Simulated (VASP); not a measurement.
Here is a VASP 6.6.1 calculation.

The input INCAR:

```
PREC = Accurate
ENCUT = 520
EDIFF = 1E-6
ISMEAR = -1
SIGMA = 0.05
LREAL = F
LASPH = T
NELM = 150
ALGO = Normal
ISIF = 2
LWAVE = F
LCHARG = F
ISPIN = 2
MAGMOM = 4 0 0
LORBIT = 11
LMAXMIX = 4
LDAU = T
LDAUTYPE = 2
LDAUL = 2 -1
LDAUU = 5 0
LDAUJ = 0 0
LDAUPRINT = 1
GGA = PS
NBANDS = 24
```

Contents of KPOINTS:

```
Automatic mesh
0
Gamma
  11 11 11
```

The input POSCAR:

```
MnO2
1.0
    1.4503594365      0.8373654110      4.7836233735
   -1.4503594365      0.8373654110      4.7836233735
    0.0000000000     -1.6747308221      4.7836233735
Mn O
1 2
Direct
    0.0000000000      0.0000000000      0.0000000000
    0.7324441344      0.7324441344      0.7324441344
    0.2675558656      0.2675558656      0.2675558656
```

Potentials or basis: VASP PAW PBE potentials, release 64 (Mn_pv, O).

Run with:

```bash
$ cat potpaw_PBE.64/Mn_pv/POTCAR potpaw_PBE.64/O/POTCAR > POTCAR
$ mpirun -np 1 vasp_std > vasp.out
```

Estimate the net moment.

3.00 μB per cell.

What does it give for the pressure?

0.1 GPa.

Estimate the largest force.

0.064 eV/Å.

Predict the band gap on the k mesh.

1.57 eV, indirect (least direct gap 1.74 eV).

Forces in eV/Å, atoms in the order of the input:
```
Mn   0.000  0.000  0.000
O    0.000  0.000  0.064
O    0.000  0.000 -0.064
```

Caveat: the PAW data sets were made with another functional, which shifts forces and pressure a little; a cell with one magnetic atom can't hold antiferromagnetic order, which such compounds often take. A k mesh can miss the band edges.
